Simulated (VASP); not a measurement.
# W (Pm-3m) in VASP: notebook, part 2 of 2

VASP 6.6.1. The steps go on from the part before.

## Step 5: Single point, PBEsol (volume scaled by 0.95)

INCAR reads:

```
SYSTEM = W
PREC     = Accurate       ! precision mode
ENCUT    = 520            ! plane-wave cutoff, eV
EDIFF    = 1E-7           ! SCF threshold, eV
ISMEAR   = -1             ! smearing method
SIGMA    = 0.1            ! smearing width, eV
LREAL    = .False.        ! projectors in reciprocal space
LASPH    = .True.         ! aspherical terms in the spheres
NELM     = 100            ! most SCF steps
ALGO     = Normal         ! electronic algorithm
ISIF     = 2              ! what is computed and relaxed
LWAVE    = .False.        ! write WAVECAR
LCHARG   = .False.        ! write CHGCAR
GGA      = PS             ! functional
NBANDS   = 13             ! bands
```

KPOINTS reads:

```
regular mesh
0
Gamma
  16 16 16
  0 0 0
```

POSCAR reads:

```
W
1.0
    2.5652717248      0.0000000000      0.0000000000
    0.0000000000      2.5652717248      0.0000000000
    0.0000000000      0.0000000000      2.5652717248
W
1
Direct
    0.0000000000      0.0000000000      0.0000000000
```

Potentials or basis: VASP PAW PBE potentials, release 64 (W_sv).

The run is started by

```
$ cat potpaw_PBE.64/W_sv/POTCAR > POTCAR
$ mpirun -np 1 vasp_std > vasp.out
```

OUTCAR:

```text
SYSTEM = W
   PREC = Accurate
   ENCUT = 520
   EDIFF = 1E-7
   ISMEAR = -1
   LREAL = .False.
   LASPH = .True.
   NELM = 100
   ISIF = 2
   GGA = PS

 ion  position               nearest neighbor table
   1  0.000  0.000  0.000-

  LATTYP: Found a simple cubic cell.
 ALAT       =     2.5652717248

  Lattice vectors:

 A1 = (   2.5652717248,   0.0000000000,   0.0000000000)
 A2 = (   0.0000000000,   2.5652717248,   0.0000000000)
 A3 = (   0.0000000000,   0.0000000000,   2.5652717248)

Analysis of symmetry for initial positions (statically):
=====================================================================
 Subroutine PRICEL returns:
 Original cell was already a primitive cell.

 Routine SETGRP: Setting up the symmetry group for a
 simple cubic supercell.

 Subroutine GETGRP returns: Found 48 space group operations
 (whereof 48 operations were pure point group operations)
 out of a pool of 48 trial point group operations.

The static configuration has the point symmetry O_h .

Analysis of symmetry for dynamics (positions and initial velocities):
[... 169 lines left out ...]
      4     -27.2120      2.00000
      5       1.2703      2.00000
      6       5.5060      2.00000
      7       5.5060      2.00000
      8      15.5234      0.00000
      9      15.5234      0.00000
     10      15.5234      0.00000
     11      25.6350      0.00000
     12      25.6350      0.00000
     13      25.6350      0.00000
[... 354 lines left out ...]
  band No.  band energies     occupation
      1     -63.5817      2.00000
      2     -28.8062      2.00000
      3     -27.3063      2.00000
      4     -27.0406      2.00000
      5       5.5223      2.00000
      6       7.2132      2.00000
      7       7.9758      2.00000
      8      11.3544      0.00003
      9      12.5065      0.00000
     10      15.2387      0.00000
     11      20.5123      0.00000
     12      25.3230      0.00000
     13      29.3322      0.00000

 [... further k-points ...]

------------------------ aborting loop because EDIFF is reached ----------------------------------------

  FORCE on cell =-STRESS in cart. coord.  units (eV):
  Direction    XX          YY          ZZ          XY          YZ          ZX
  --------------------------------------------------------------------------------------
  -------------------------------------------------------------------------------------
  Total        1.5170918      1.5170918      1.5170918      0.0000000      0.0000000      0.0000000
  in kB      143.9866801    143.9866801    143.9866801      0.0000000      0.0000000      0.0000000
  external PRESSURE =     143.9866801 kB  Pullay stress =       0.0000000 kB

 VOLUME and BASIS-vectors are now :
 -----------------------------------------------------------------------------
  energy-cutoff  :      520.00
  volume of cell :       16.88
      direct lattice vectors                 reciprocal lattice vectors
     2.565271725  0.000000000  0.000000000     0.389822252  0.000000000  0.000000000
     0.000000000  2.565271725  0.000000000     0.000000000  0.389822252  0.000000000
     0.000000000  0.000000000  2.565271725     0.000000000  0.000000000  0.389822252

 POSITION                                       TOTAL-FORCE (eV/Angst)
 -----------------------------------------------------------------------------------
      0.00000      0.00000      0.00000         0.000000      0.000000      0.000000
 -----------------------------------------------------------------------------------
    total drift:                                0.000000      0.000000      0.000000

  FREE ENERGIE OF THE ION-ELECTRON SYSTEM (eV)
  ---------------------------------------------------
  free  energy   TOTEN  =       -12.2905678358 eV

  energy  without entropy=      -12.2660769632  energy(sigma->0) =      -12.27832240
```

OSZICAR:

```text
N       E                     dE             d eps       ncg     rms          rms(c)
DAV:   1     0.866590845637E+02    0.86659E+02   -0.74588E+03  4319   0.121E+03
DAV:   2    -0.109850505160E+02   -0.97644E+02   -0.93080E+02  4785   0.314E+02
DAV:   3    -0.127148691597E+02   -0.17298E+01   -0.17225E+01  4800   0.409E+01
DAV:   4    -0.127228101909E+02   -0.79410E-02   -0.79408E-02  4805   0.307E+00
DAV:   5    -0.127228858903E+02   -0.75699E-04   -0.75699E-04  4880   0.283E-01    0.207E+01
DAV:   6    -0.123804357167E+02    0.34245E+00   -0.29284E-01  4400   0.676E+00    0.912E+00
DAV:   7    -0.122944128336E+02    0.86023E-01   -0.14417E-01  4690   0.453E+00    0.529E-01
DAV:   8    -0.122905754066E+02    0.38374E-02   -0.50355E-03  4455   0.943E-01    0.271E-02
DAV:   9    -0.122905691736E+02    0.62330E-05   -0.74186E-05  4975   0.108E-01    0.381E-02
DAV:  10    -0.122905679725E+02    0.12011E-05   -0.12080E-05  4720   0.432E-02    0.844E-03
DAV:  11    -0.122905678619E+02    0.11061E-06   -0.23754E-07  4492   0.530E-03    0.394E-04
DAV:  12    -0.122905678358E+02    0.26108E-07   -0.24203E-09  2375   0.557E-04
   1 F= -.12290568E+02 E0= -.12278322E+02  d E =-.244909E-01
```

stdout:

```text
POSCAR found type information on POSCAR W
 POSCAR found :  1 types and       1 ions
 scaLAPACK will be used
 -----------------------------------------------------------------------------
|                                                                             |
|                                                                             |
|     You enforced a specific xc type in the INCAR file but a different       |
|     I HOPE YOU KNOW WHAT YOU ARE DOING!                                     |
|                                                                             |
 -----------------------------------------------------------------------------

 LDA part: xc-table for (Slater+PW92), standard interpolation
 POSCAR, INCAR and KPOINTS ok, starting setup
 FFT: planning ... GRIDC
 FFT: planning ... GRID_SOFT
 FFT: planning ... GRID
 WAVECAR not read
 entering main loop
```

Wall time 13 s (1 thread of Intel Xeon 6975P-C (Granite Rapids), shared host); peak memory 0.14 GiB.

Results:

```yaml
Free_energy: -12.2906 eV
Pressure: 14.4 GPa
Band_gap_on_the_k_mesh: zero (band 7 reaches 12.32 eV, above the bottom of band 8 at 9.03 eV)
```

Levels at points of the mesh, in eV from the Fermi level:
| k point | band 5 | band 6 | band 7 | band 8 | band 9 | band 10 |
| --- | --- | --- | --- | --- | --- | --- |
| (0.00, 0.00, 0.00) | -8.98 | -4.74 | -4.74 | 5.28 | 5.28 | 5.28 |
| (0.50, 0.00, 0.00) | -5.29 | -3.66 | -0.69 | 0.99 | 0.99 | 5.74 |
| (0.50, 0.50, 0.00) | -6.17 | -3.04 | 1.87 | 1.87 | 5.22 | 5.22 |
| (0.50, 0.50, 0.50) | -4.35 | -4.35 | -4.35 | 7.18 | 8.63 | 8.63 |

Caveat: the PAW data sets were made with another functional, which shifts forces and pressure a little; spin-orbit coupling is left out, which moves the levels of the heavy elements.
